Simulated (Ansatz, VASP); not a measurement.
**Two plane-wave programs on MnS**

Contents of INCAR:

```
SYSTEM = MnS
PREC = Accurate ; ENCUT = 520
EDIFF = 1E-6 ; ISMEAR = 0
SIGMA = 0.1 ; LREAL = .FALSE.
LASPH = .TRUE. ; NELM = 150
ALGO = Normal ; ISIF = 2
LWAVE = .FALSE. ; LCHARG = .FALSE.
ISPIN = 2 ; MAGMOM = 4.57 0.14
LORBIT = 11 ; LMAXMIX = 4
GGA = PE ; NBANDS = 20
```

The input KPOINTS:

```
regular mesh
0
G
  4 4 4
  0 0 0
```

The input POSCAR:

```
MnS
1.0
    0.0000000000      2.8000000000      2.8000000000
    2.8000000000      0.0000000000      2.8000000000
    2.8000000000      2.8000000000      0.0000000000
Mn S
1 1
Direct
    0.0000000000      0.0000000000      0.0000000000
    0.7500000000      0.7500000000      0.7500000000
```

Input for Ansatz:

```yaml
crystal:
  lattice:
    - [0.0, 2.8, 2.8]
    - [2.8, 0.0, 2.8]
    - [2.8, 2.8, 0.0]
  atoms:
    - { symbol: Mn, position: [0.0, 0.0, 0.0], spin: 4.57 }
    - { symbol: S, position: [0.75, 0.75, 0.75], spin: 0.14 }
basis:
  ecutwfc: "23 Ha"
kpoints:
  mp_grid: { grid: [4, 4, 4] }
hamiltonian:
  xc: pbe
scf:
  occupations: { method: gaussian, width: 0.1 }
  lower_state_search: "off"
output:
  forces: true
  stress: true
  eigenvalues: true
  populations: true
magnetization:
  spin_polarized: true
```

Alike in both runs: task single point; functional PBE; k mesh 4 × 4 × 4; occupations gaussian, width 0.1 eV; collinear spin.

|  | VASP | Ansatz |
| --- | --- | --- |
| version | VASP 6.6.1 | Ansatz 0.2.0 |
| potentials or method | VASP PAW PBE potentials, release 64 (Mn_pv, S), cutoff 520 eV | scalar-relativistic, plane waves, PAW |
| valence electrons in the cell | 19 | 21 |

Ansatz gave:

| Item | Value |
| --- | --- |
| gap on the k mesh at the Fermi level (eV) | none |
| pressure (GPa) | 1.0 |
| net moment per atom (μB) | 2.45 |
| size of the moment on the site where the two differ most (μB) | 4.15 |

**Question.** What did VASP give for the same quantities?

**Answer.** gap on the k mesh at the Fermi level (eV): none; pressure (GPa): 1.0; net moment per atom (μB): 2.45; size of the moment on the site where the two differ most (μB): 4.32.

Site moments also hang on the region over which each program counts them. A gap of «none» marks a metal or a gap that the smearing closes. With one functional, cell and mesh, what is left measures potentials, basis and numerics. VASP's potentials hold 19 valence electrons a cell and Ansatz's 21, so a difference there can come from the potentials and not from the codes.

The k mesh is coarse, so the values compare programs but aren't converged.
